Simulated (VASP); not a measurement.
# MgS (Niningerite) (Fm-3m) in VASP: a series of runs

MgS (Niningerite) is run at these levels: PBE; tasks: single point.

All numbers are computed with VASP 6.6.1; they aren't measurements. Logs are shortened: lines on timing, memory, paths and dates and some standing lists are left out, and cuts for length are marked.

## 1. The cell of the first run

It takes space group Fm-3m (No. 225, cubic). The conventional cell has a = 5.203 Å, b = 5.203 Å, c = 5.203 Å, α = 90.00°, β = 90.00°, γ = 90.00°. Mg (site symmetry m-3m) has 6 S at 2.60 Å within 3.4 Å. Within 3.4 Å of S (site symmetry m-3m) lie 6 Mg at 2.60 Å.

## 2. Single point, PBE

Contents of INCAR:

```
SYSTEM = MgS
ALGO     = Normal         ! electronic algorithm
EDIFF    = 1E-7           ! SCF threshold, eV
ENCUT    = 520            ! plane-wave cutoff, eV
GGA      = PE             ! functional
ISIF     = 2              ! what is computed and relaxed
ISMEAR   = 0              ! smearing method
LASPH    = .True.         ! aspherical terms in the spheres
LCHARG   = .False.        ! write CHGCAR
LREAL    = .False.        ! projectors in reciprocal space
LWAVE    = .False.        ! write WAVECAR
NBANDS   = 11             ! bands
NELM     = 60             ! most SCF steps
PREC     = Accurate       ! precision mode
SIGMA    = 0.01           ! smearing width, eV
```

Contents of KPOINTS:

```
k-points
0
Gamma
  6 6 6
  0 0 0
```

Contents of POSCAR:

```
MgS
1.0
    0.0000000000      2.6016500000      2.6016500000
    2.6016500000      0.0000000000      2.6016500000
    2.6016500000      2.6016500000      0.0000000000
Mg S
1 1
Direct
    0.0000000000      0.0000000000      0.0000000000
    0.5000000000      0.5000000000      0.5000000000
```

Potentials or basis: VASP PAW PBE potentials, release 64 (Mg, S).

Launch:

```bash
$ cat potpaw_PBE.64/Mg/POTCAR potpaw_PBE.64/S/POTCAR > POTCAR
$ mpirun -np 1 vasp_std > vasp.out
```

OUTCAR:

```text
SYSTEM = MgS
   EDIFF = 1E-7
   ENCUT = 520
   GGA = PE
   ISIF = 2
   ISMEAR = 0
   LASPH = .True.
   LREAL = .False.
   NELM = 60
   PREC = Accurate

 ion  position               nearest neighbor table
   1  0.000  0.000  0.000-   2 2.60   2 2.60   2 2.60   2 2.60   2 2.60   2 2.60
   2  0.500  0.500  0.500-   1 2.60   1 2.60   1 2.60   1 2.60   1 2.60   1 2.60

  LATTYP: Found a face centered cubic cell.
 ALAT       =     5.2033000000

  Lattice vectors:

 A1 = (   0.0000000000,   2.6016500000,   2.6016500000)
 A2 = (   2.6016500000,   0.0000000000,   2.6016500000)
 A3 = (   2.6016500000,   2.6016500000,   0.0000000000)

Analysis of symmetry for initial positions (statically):
=====================================================================
 Subroutine PRICEL returns:
 Original cell was already a primitive cell.

 Routine SETGRP: Setting up the symmetry group for a
 face centered cubic supercell.

 Subroutine GETGRP returns: Found 48 space group operations
[... 9 lines left out ...]

 Routine SETGRP: Setting up the symmetry group for a
 face centered cubic supercell.

 Subroutine GETGRP returns: Found 48 space group operations
[... 11 lines left out ...]
                                     Primitive cell

  volume of cell :      35.2190

  direct lattice vectors                    reciprocal lattice vectors
     0.000000000  2.601650000  2.601650000    -0.192185728  0.192185728  0.192185728
     2.601650000  0.000000000  2.601650000     0.192185728 -0.192185728  0.192185728
     2.601650000  2.601650000  0.000000000     0.192185728  0.192185728 -0.192185728

  length of vectors
     3.679288715  3.679288715  3.679288715     0.332875446  0.332875446  0.332875446

  position of ions in fractional coordinates (direct lattice)
     0.000000000  0.000000000  0.000000000
     0.500000000  0.500000000  0.500000000

  ion indices of the primitive-cell ions
   primitive index   ion index
                 1           1
                 2           2

----------------------------------------------------------------------------------------

 KPOINTS: k-points

Automatic generation of k-mesh.
 Grid dimensions read from file:
 generate k-points for:    6    6    6

 Generating k-lattice:

  Cartesian coordinates                     Fractional coordinates (reciprocal lattice)
    -0.032030955  0.032030955  0.032030955     0.166666667  0.000000000  0.000000000
     0.032030955 -0.032030955  0.032030955     0.000000000  0.166666667  0.000000000
     0.032030955  0.032030955 -0.032030955     0.000000000  0.000000000  0.166666667

  Length of vectors
     0.055479241  0.055479241  0.055479241

  Shift w.r.t. Gamma in fractional coordinates (k-lattice)
     0.000000000  0.000000000  0.000000000

 Subroutine IBZKPT returns following result:
 ===========================================

 Found     16 irreducible k-points:

 Following reciprocal coordinates:
            Coordinates               Weight
  0.000000  0.000000  0.000000      1.000000
  0.166667  0.000000  0.000000      8.000000
  0.333333  0.000000  0.000000      8.000000
  0.500000  0.000000  0.000000      4.000000
  0.166667  0.166667  0.000000      6.000000
  0.333333  0.166667  0.000000     24.000000
[... 8 lines left out ...]
 -0.333333  0.333333  0.166667     24.000000
 -0.333333  0.500000  0.166667     12.000000
   k-points           NKPTS =     16   k-points in BZ     NKDIM =     16   number of bands    NBANDS=     11
   number of dos      NEDOS =    301   number of ions     NIONS =      2
   total plane-waves  NPLWV =  21952
   dimension x,y,z NGX =    28 NGY =   28 NGZ =   28
   dimension x,y,z NGXF=    56 NGYF=   56 NGZF=   56
   ions per type =               1   1
   NGX,Y,Z   is equivalent  to a cutoff of  12.65, 12.65, 12.65 a.u.
   NGXF,Y,Z  is equivalent  to a cutoff of  25.30, 25.30, 25.30 a.u.
 SYSTEM =  MgS
   PREC   = accura    normal or accurate (medium, high low for compatibility)
   ISTART =      0    job   : 0-new  1-cont  2-samecut
   ICHARG =      2    charge: 1-file 2-atom 10-const
   ISPIN  =      1    spin polarized calculation?
   LNONCOLLINEAR =      F non collinear calculations
   LSORBIT =      F    spin-orbit coupling
   LASPH  =      T    aspherical Exc in radial PAW
   ENCUT  =  520.0 eV  38.22 Ry    6.18 a.u.   6.84  6.84  6.84*2*pi/ulx,y,z
   NELM   =     60;   NELMIN=  2; NELMDL= -5     # of ELM steps
   EDIFF  = 0.1E-06   stopping-criterion for ELM
   LREAL  =      F    real-space projection
   EDIFFG = 0.1E-05   stopping-criterion for IOM
   NSW    =      0    number of steps for IOM
   IBRION =     -1    ionic relax: 0-MD 1-quasi-New 2-CG
   NFREE  =      0    steps in history (QN), initial steepest desc. (CG)
   ISIF   =      2    stress and relaxation
   ISYM   =      2    0-nonsym 1-usesym 2-fastsym
   POTIM  = 0.5000    time-step for ionic-motion
   TEBEG  =    0.0;   TEEND  =   0.0 temperature during run
   PSTRESS=    0.0 pullay stress
[... 47 lines left out ...]
      2       3.7275      2.00000
      3       3.7275      2.00000
      4       3.7275      2.00000
      5       7.4368      0.00000
      6      11.6806      0.00000
      7      11.6806      0.00000
      8      11.6806      0.00000
      9      14.0759      0.00000
     10      14.0759      0.00000
     11      16.2644      0.00000

 k-point     2 :       0.1667    0.0000    0.0000
  band No.  band energies     occupation
      1      -8.6757      2.00000
      2       2.0992      2.00000
      3       3.5589      2.00000
      4       3.5589      2.00000
      5       8.5353      0.00000
      6      11.3841      0.00000
      7      11.9415      0.00000
      8      11.9415      0.00000
      9      13.3753      0.00000
     10      13.3753      0.00000
     11      16.1596      0.00000

 k-point     3 :       0.3333    0.0000    0.0000
  band No.  band energies     occupation
      1      -8.0396      2.00000
      2      -0.1124      2.00000
      3       3.2669      2.00000
      4       3.2669      2.00000
      5       8.5099      0.00000
      6      11.0654      0.00000
      7      11.0654      0.00000
      8      13.0720      0.00000
      9      15.2405      0.00000
     10      15.2405      0.00000
     11      15.2843      0.00000

 k-point     4 :       0.5000    0.0000    0.0000
  band No.  band energies     occupation
      1      -7.6338      2.00000
      2      -1.1020      2.00000
      3       3.1383      2.00000
      4       3.1383      2.00000
      5       8.2746      0.00000
      6      10.6334      0.00000
      7      10.6334      0.00000
      8      13.8401      0.00000
      9      15.8810      0.00000
     10      18.1136      0.00000
     11      18.1136      0.00000

 k-point     5 :       0.1667    0.1667    0.0000
  band No.  band energies     occupation
      1      -8.5902      2.00000
      2       2.1948      2.00000
      3       3.1971      2.00000
      4       3.1971      2.00000
      5       9.0503      0.00000
      6      10.2415      0.00000
      7      11.6354      0.00000
      8      12.8106      0.00000
      9      12.8106      0.00000
     10      14.5350      0.00000
     11      17.8733      0.00000
[... 99 lines left out ...]
 k-point    13 :       0.5000    0.5000    0.0000
  band No.  band energies     occupation
      1      -7.2626      2.00000
      2      -0.4658      2.00000
      3       2.0451      2.00000
      4       2.0451      2.00000
      5       6.5010      0.00000
      6       8.1217      0.00000
      7      15.7315      0.00000
      8      16.5457      0.00000
      9      17.0986      0.00000
     10      17.0986      0.00000
     11      19.5656      0.00000

 k-point    14 :       0.5000    0.3333    0.1667
  band No.  band energies     occupation
      1      -7.6066      2.00000
      2       0.0422      2.00000
      3       1.5370      2.00000
      4       2.4956      2.00000
      5       9.0121      0.00000
      6      10.3498      0.00000
      7      11.0440      0.00000
      8      13.5634      0.00000
      9      15.2782      0.00000
     10      18.5624      0.00000
     11      19.0429      0.00000

 k-point    15 :      -0.3333    0.3333    0.1667
  band No.  band energies     occupation
      1      -7.3313      2.00000
      2      -0.1951      2.00000
      3       1.0160      2.00000
      4       2.1427      2.00000
      5       9.0509      0.00000
      6      10.4461      0.00000
      7      12.4144      0.00000
      8      12.6515      0.00000
      9      15.9613      0.00000
     10      17.6252      0.00000
     11      19.4351      0.00000

 k-point    16 :      -0.3333    0.5000    0.1667
  band No.  band energies     occupation
      1      -7.2290      2.00000
      2      -0.0227      2.00000
      3       1.1485      2.00000
      4       1.5147      2.00000
      5       8.1347      0.00000
      6       9.9502      0.00000
      7      12.8853      0.00000
      8      13.5286      0.00000
      9      17.5294      0.00000
     10      18.7652      0.00000
     11      19.1931      0.00000

------------------------ aborting loop because EDIFF is reached ----------------------------------------

  FORCE on cell =-STRESS in cart. coord.  units (eV):
  Direction    XX          YY          ZZ          XY          YZ          ZX
  --------------------------------------------------------------------------------------
  -------------------------------------------------------------------------------------
  Total        0.1948485      0.1948485      0.1948485     -0.0000000      0.0000000      0.0000000
  in kB        8.8640276      8.8640276      8.8640276     -0.0000000      0.0000000      0.0000000
  external PRESSURE =       8.8640276 kB  Pullay stress =       0.0000000 kB

 VOLUME and BASIS-vectors are now :
 -----------------------------------------------------------------------------
  energy-cutoff  :      520.00
  volume of cell :       35.22
      direct lattice vectors                 reciprocal lattice vectors
     0.000000000  2.601650000  2.601650000    -0.192185728  0.192185728  0.192185728
     2.601650000  0.000000000  2.601650000     0.192185728 -0.192185728  0.192185728
     2.601650000  2.601650000  0.000000000     0.192185728  0.192185728 -0.192185728

 POSITION                                       TOTAL-FORCE (eV/Angst)
 -----------------------------------------------------------------------------------
      0.00000      0.00000      0.00000        -0.000000      0.000000      0.000000
      2.60165      2.60165      2.60165         0.000000     -0.000000     -0.000000
 -----------------------------------------------------------------------------------
    total drift:                                0.000000      0.000000      0.000000

  FREE ENERGIE OF THE ION-ELECTRON SYSTEM (eV)
  ---------------------------------------------------
  free  energy   TOTEN  =        -8.4992061490 eV

  energy  without entropy=       -8.4992061490  energy(sigma->0) =       -8.49920615
```

It took 6.5 s on 1 thread of Intel Xeon 6975P-C, shared host; peak memory 0.15 GiB.

Results:

| Property | Result |
| --- | --- |
| Free energy | -8.4992 eV |
| Pressure | 0.9 GPa |
| Band gap on the k mesh | 2.77 eV, indirect (least direct gap 3.71 eV) |

A k mesh can miss the band edges. PBE gaps usually lie below the measured ones, often by a third to a half.

## 3. Single point, PBE

This run uses another cell than the first one, of 18.05 Å³/atom, 1.025 times its volume.

Contents of INCAR:

```
PREC     = Accurate       # precision mode
ENCUT    = 520            # plane-wave cutoff, eV
EDIFF    = 1E-6           # SCF threshold, eV
ISMEAR   = 0              # smearing method
SIGMA    = 0.01           # smearing width, eV
LREAL    = F              # projectors in reciprocal space
LASPH    = T              # aspherical terms in the spheres
NELM     = 100            # most SCF steps
ALGO     = Normal         # electronic algorithm
ISIF     = 2              # what is computed and relaxed
LWAVE    = F              # write WAVECAR
LCHARG   = F              # write CHGCAR
GGA      = PE             # functional
NBANDS   = 11             # bands
```

Contents of KPOINTS:

```
Automatic mesh
0
Gamma
  6 6 6
```

Contents of POSCAR:

```
MgS
1.0
    0.0000000000      2.6231522148      2.6231522148
    2.6231522148      0.0000000000      2.6231522148
    2.6231522148      2.6231522148      0.0000000000
Mg S
1 1
Direct
    0.0000000000      0.0000000000      0.0000000000
    0.5000000000      0.5000000000      0.5000000000
```

Potentials or basis: VASP PAW PBE potentials, release 64 (Mg, S).

Launch:

```bash
$ cat potpaw_PBE.64/Mg/POTCAR potpaw_PBE.64/S/POTCAR > POTCAR
$ mpirun -np 1 vasp_std > vasp.out
```

Wall time 5.1 s (1 thread of Intel Xeon 6975P-C, shared host); peak memory 0.15 GiB.

It converged, with:

```
Free energy            : -8.4991 eV
Pressure               : -1.0 GPa
Band gap on the k mesh : 2.72 eV, indirect (least direct gap 3.52 eV)
```

Levels at points of the mesh, in eV from the valence-band top:
| k point | band 2 | band 3 | band 4 | band 5 | band 6 | band 7 |
| --- | --- | --- | --- | --- | --- | --- |
| (0.00, 0.00, 0.00) | 0.00 | 0.00 | 0.00 | 3.52 | 7.97 | 7.97 |
| (0.50, 0.00, 0.00) | -4.70 | -0.56 | -0.56 | 4.51 | 6.88 | 6.88 |
| (0.50, 0.50, 0.00) | -4.07 | -1.63 | -1.63 | 2.72 | 4.47 | 11.76 |

A k mesh can miss the band edges. Expect the measured gap to be larger: semilocal functionals such as PBE lack the derivative discontinuity.

## 4. Single point, PBE

This run uses another cell than the first one, of 18.49 Å³/atom, 1.050 times its volume.

Contents of INCAR:

```
SYSTEM = MgS
PREC     = Accurate       ! precision mode
ENCUT    = 520            ! plane-wave cutoff, eV
EDIFF    = 1E-7           ! SCF threshold, eV
ISMEAR   = 0              ! smearing method
SIGMA    = 0.01           ! smearing width, eV
LREAL    = .FALSE.        ! projectors in reciprocal space
LASPH    = .TRUE.         ! aspherical terms in the spheres
NELM     = 80             ! most SCF steps
ALGO     = Normal         ! electronic algorithm
ISIF     = 2              ! what is computed and relaxed
LWAVE    = .FALSE.        ! write WAVECAR
LCHARG   = .FALSE.        ! write CHGCAR
GGA      = PE             ! functional
NBANDS   = 11             ! bands
```

Contents of KPOINTS:

```
regular mesh
0
G
  6 6 6
  0 0 0
```

Contents of POSCAR:

```
MgS
1.0
    0.0000000000      2.6443075817      2.6443075817
    2.6443075817      0.0000000000      2.6443075817
    2.6443075817      2.6443075817      0.0000000000
Mg S
1 1
Direct
    0.0000000000      0.0000000000      0.0000000000
    0.5000000000      0.5000000000      0.5000000000
```

Launch:

```bash
$ cat potpaw_PBE.64/Mg/POTCAR potpaw_PBE.64/S/POTCAR > POTCAR
$ mpirun -np 1 vasp_std > vasp.out
```

Run time: 7.6 s. Hardware: 1 thread of Intel Xeon 6975P-C, shared host; peak memory 0.15 GiB.

Results (log left out):

| Quantity | Value |
| --- | --- |
| Free energy | -8.4895 eV |
| Pressure | -2.6 GPa |
| Band gap on the k mesh | 2.67 eV, indirect (least direct gap 3.34 eV) |

Levels at points of the mesh, in eV from the valence-band top:
| k point | band 1 | band 2 | band 3 | band 4 | band 5 | band 6 | band 7 | band 8 | band 9 |
| --- | --- | --- | --- | --- | --- | --- | --- | --- | --- |
| (0.00, 0.00, 0.00) | -12.40 | 0.00 | 0.00 | 0.00 | 3.34 | 7.98 | 7.98 | 7.98 | 10.29 |
| (0.50, 0.00, 0.00) | -11.21 | -4.58 | -0.54 | -0.54 | 4.47 | 6.84 | 6.84 | 9.58 | 11.89 |
| (0.50, 0.50, 0.00) | -10.88 | -3.94 | -1.58 | -1.58 | 2.67 | 4.53 | 11.53 | 12.68 | 12.87 |

A k mesh can miss the band edges. Expect the measured gap to be larger: semilocal functionals such as PBE lack the derivative discontinuity.

## 5. Single point, PBE

This run uses another cell than the first one, of 18.93 Å³/atom, 1.075 times its volume.

Contents of INCAR:

```
PREC = Accurate
ENCUT = 520
EDIFF = 1E-6
ISMEAR = 0
SIGMA = 0.01
LREAL = F
LASPH = T
NELM = 80
ALGO = Normal
ISIF = 2
LWAVE = F
LCHARG = F
GGA = PE
NBANDS = 11
```

Contents of KPOINTS:

```
regular mesh
0
Gamma
  6 6 6
```

Contents of POSCAR:

```
MgS
1.0
    0.0000000000      2.6651297586      2.6651297586
    2.6651297586      0.0000000000      2.6651297586
    2.6651297586      2.6651297586      0.0000000000
Mg S
1 1
Direct
    0.0000000000      0.0000000000      0.0000000000
    0.5000000000      0.5000000000      0.5000000000
```

Launch:

```bash
$ cat potpaw_PBE.64/Mg/POTCAR potpaw_PBE.64/S/POTCAR > POTCAR
$ mpirun -np 1 vasp_std > vasp.out
```

Wall time 6.9 s (1 thread of Intel Xeon 6975P-C, shared host); peak memory 0.15 GiB.

The run converged. Its results:

```yaml
Free_energy: -8.4715 eV
Pressure: -4.0 GPa
Band_gap_on_the_k_mesh: 2.61 eV, indirect (least direct gap 3.16 eV)
```

Levels at points of the mesh, in eV from the valence-band top:
| k point | band 1 | band 2 | band 3 | band 4 | band 5 | band 6 | band 7 | band 8 |
| --- | --- | --- | --- | --- | --- | --- | --- | --- |
| (0.00, 0.00, 0.00) | -12.28 | 0.00 | 0.00 | 0.00 | 3.16 | 7.99 | 7.99 | 7.99 |
| (0.50, 0.00, 0.00) | -11.15 | -4.46 | -0.51 | -0.51 | 4.44 | 6.81 | 6.81 | 9.32 |
| (0.50, 0.50, 0.00) | -10.83 | -3.83 | -1.53 | -1.53 | 2.61 | 4.60 | 11.31 | 12.61 |

## 6. Single point, PBE

This run uses another cell than the first one, of 19.37 Å³/atom, 1.100 times its volume.

Contents of INCAR:

```
SYSTEM = MgS
PREC = Accurate ; ENCUT = 520
EDIFF = 1E-7 ; ISMEAR = 0
SIGMA = 0.01 ; LREAL = .False.
LASPH = .True. ; NELM = 100
ALGO = Normal ; ISIF = 2
LWAVE = .False. ; LCHARG = .False.
GGA = PE ; NBANDS = 11
```

Contents of KPOINTS:

```
Automatic mesh
0
Gamma
  6 6 6
  0 0 0
```

Contents of POSCAR:

```
MgS
1.0
    0.0000000000      2.6856315624      2.6856315624
    2.6856315624      0.0000000000      2.6856315624
    2.6856315624      2.6856315624      0.0000000000
Mg S
1 1
Direct
    0.0000000000      0.0000000000      0.0000000000
    0.5000000000      0.5000000000      0.5000000000
```

Potentials or basis: VASP PAW PBE potentials, release 64 (Mg, S).

Launch:

```bash
$ cat potpaw_PBE.64/Mg/POTCAR potpaw_PBE.64/S/POTCAR > POTCAR
$ mpirun -np 1 vasp_std > vasp.out
```

Wall time 7.7 s (1 thread of Intel Xeon 6975P-C, shared host); peak memory 0.15 GiB.

The run converged. Its results:

* Free energy: -8.4461 eV
* Pressure: -5.3 GPa
* Band gap on the k mesh: 2.56 eV, indirect (least direct gap 3.00 eV)

Levels at points of the mesh, in eV from the valence-band top:
| k point | band 2 | band 3 | band 4 | band 5 | band 6 | band 7 |
| --- | --- | --- | --- | --- | --- | --- |
| (0.00, 0.00, 0.00) | 0.00 | 0.00 | 0.00 | 3.00 | 7.99 | 7.99 |
| (0.50, 0.00, 0.00) | -4.35 | -0.49 | -0.49 | 4.40 | 6.78 | 6.78 |
| (0.50, 0.50, 0.00) | -3.72 | -1.48 | -1.48 | 2.56 | 4.65 | 11.09 |

## 7. The runs side by side

```tsv
cell	gap on the mesh (eV)	pressure (GPa)
a = 3.679 Å, angles 60.0°, 2 atoms	2.77	0.9
a = 3.710 Å, angles 60.0°, 2 atoms	2.72	-1.0
a = 3.740 Å, angles 60.0°, 2 atoms	2.67	-2.6
a = 3.769 Å, angles 60.0°, 2 atoms	2.61	-4.0
a = 3.798 Å, angles 60.0°, 2 atoms	2.56	-5.3
```

Alike in all rows: task single point; level PBE; potentials or basis VASP PAW PBE potentials, release 64 (Mg, S); no spin polarisation; k mesh 6 × 6 × 6; cutoff (eV) 520; smearing gaussian 0.01 eV.

Absolute energies hang on the potentials; compare differences alone.
